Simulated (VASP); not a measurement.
A run of VASP 6.6.1:

INCAR

```
PREC = Accurate ; ENCUT = 520
EDIFF = 1E-6 ; ISMEAR = 0
SIGMA = 0.15 ; LREAL = False
LASPH = True ; NELM = 100
ALGO = Normal ; ISIF = 2
LWAVE = False ; LCHARG = False
NBANDS = 52
```

The input KPOINTS:

```
regular mesh
0
Gamma
  3 3 3
```

The input POSCAR:

```
BiTe
1.0
   -4.9571144793     -2.9395362715      3.4078401891
    4.7766547235     -2.8411555680      3.2272162639
   -0.0050296894      5.5502831067      3.1232224818
Bi Te
4 4
Direct
    0.5318100222      0.5144325427      0.5102244534
   -0.0324411266      0.0287633974      0.5296093420
    0.0251361107      0.5193581037      0.0177629323
    0.4160782647     -0.0518094899      0.0162051562
    0.0729431973      0.0018176193     -0.0373955421
    0.4634251907      0.4988173110     -0.0719868311
    0.5294222919      0.0068379449      0.5197039998
   -0.0063739508      0.4817825710      0.5158764895
```

Potentials or basis: VASP PAW LDA potentials, release 64 (Bi_d, Te).

Launch:

```console
$ cat potpaw_LDA.64/Bi_d/POTCAR potpaw_LDA.64/Te/POTCAR > POTCAR
$ mpirun -np 1 vasp_std > vasp.out
```

Hardware: 1 thread of AMD EPYC 7R43 64-Core Processor (Zen 3), with other jobs on the host.

How long does it take, and how much memory?

Wall time 3.8 min on 1 thread of AMD EPYC 7R43 64-Core Processor (Zen 3) (shared host), peak memory 0.31 GiB. Counts: scf iterations 13, k points 14.
